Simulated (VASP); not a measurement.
Crystal: HfO2.

```
CELL_PARAMETERS angstrom
-1.96864 1.96864 5.00418
1.96864 -1.96864 5.00418
1.96864 1.96864 -5.00418
ATOMIC_POSITIONS crystal
Hf 0.00000 0.00000 0.00000
Hf 0.75000 0.25000 0.50000
O 0.95715 0.45715 0.50000
O 0.20715 0.20715 0.00000
O 0.54285 0.04285 0.50000
O 0.79285 0.79285 0.00000
```

* Program: VASP 6.6.1
* Task: relaxation of cell and atoms
* Functional: PBE
* Potentials or basis: VASP PAW PBE potentials, release 64 (Hf_pv, O)
* Cutoff: 600 eV
* k mesh: 8 × 8 × 8
* Occupations: fermi-dirac, width 0.02 eV
* Spin: no spin polarisation

At the start: pressure 19.0 GPa; volume 12.93 Å³/atom.

Q: How do energy, volume and symmetry change on relaxing?

A: Over 14 steps the energy falls by 66.9 meV/atom and the volume is 14.14 Å³/atom (+9.4 %); space group I4_1/amd (No. 141, to 0.1 Å) before and after.

The path:
```csv
step,energy change (eV),largest force (eV/Å),pressure (GPa),volume (Å³)
1,0.0000,0.1687,19.01,77.58
2,0.5019,0.9234,-19.99,96.10
3,-0.3573,0.3774,-0.65,84.28
4,-0.3578,0.3593,0.12,84.00
5,-0.3736,0.1534,0.02,84.29
6,-0.3773,0.0038,-0.04,84.50
7,-0.3884,0.0007,-0.14,84.64
8,-0.4010,0.0084,-0.39,85.00
9,-0.4010,0.0095,-0.40,85.01
10,-0.4011,0.0123,0.33,84.65
11,-0.4013,0.0106,0.04,84.83
12,-0.4013,0.0108,-0.01,84.84
13,-0.4013,0.0108,-0.02,84.83
14,-0.4013,0.0000,-0.02,84.83
```

Final structure:
```
Hf O
1.0
    -2.00210    2.00210    5.29105
     2.00210   -2.00210    5.29105
     2.00210    2.00210   -5.29105
Hf O
2 4
Cartesian
  0.0000 0.0000 0.0000
  0.0000 2.0021 2.6455
  0.0000 2.0021 4.7824
  0.0000 0.0000 2.1369
  0.0000 2.0021 0.5087
  2.0021 2.0021 3.1542
```
